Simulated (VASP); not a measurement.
A run of VASP 6.6.1:

Contents of INCAR:

```
PREC     = Accurate       # precision mode
ENCUT    = 520            # plane-wave cutoff, eV
EDIFF    = 1E-6           # SCF threshold, eV
ISMEAR   = -1             # smearing method
SIGMA    = 0.02           # smearing width, eV
LREAL    = F              # projectors in reciprocal space
LASPH    = T              # aspherical terms in the spheres
NELM     = 100            # most SCF steps
ALGO     = Normal         # electronic algorithm
ISIF     = 2              # what is computed and relaxed
LWAVE    = F              # write WAVECAR
LCHARG   = F              # write CHGCAR
GGA      = PE             # functional
NBANDS   = 18             # bands
```

KPOINTS

```
Automatic mesh
0
Gamma
  8 8 8
```

File POSCAR:

```
HfO2
1.0
    0.0000000000      2.5487641251      2.5487641251
    2.5487641251      0.0000000000      2.5487641251
    2.5487641251      2.5487641251      0.0000000000
Hf O
1 2
Direct
    0.0000000000      0.0000000000      0.0000000000
    0.7500000000      0.7500000000      0.7500000000
    0.2500000000      0.2500000000      0.2500000000
```

Potentials or basis: VASP PAW PBE potentials, release 64 (Hf_pv, O).

Launch:

```sh
$ cat potpaw_PBE.64/Hf_pv/POTCAR potpaw_PBE.64/O/POTCAR > POTCAR
$ mpirun -np 1 vasp_std > vasp.out
```

Hardware: 1 thread of Intel(R) Xeon(R) 6975P-C (Granite Rapids), on a shared host.

How long does it take, and how much memory?

It took 9.1 s on 1 thread of Intel(R) Xeon(R) 6975P-C (Granite Rapids), with other jobs on the host, peak memory 0.16 GiB. Counts: scf iterations 13, k points 29.
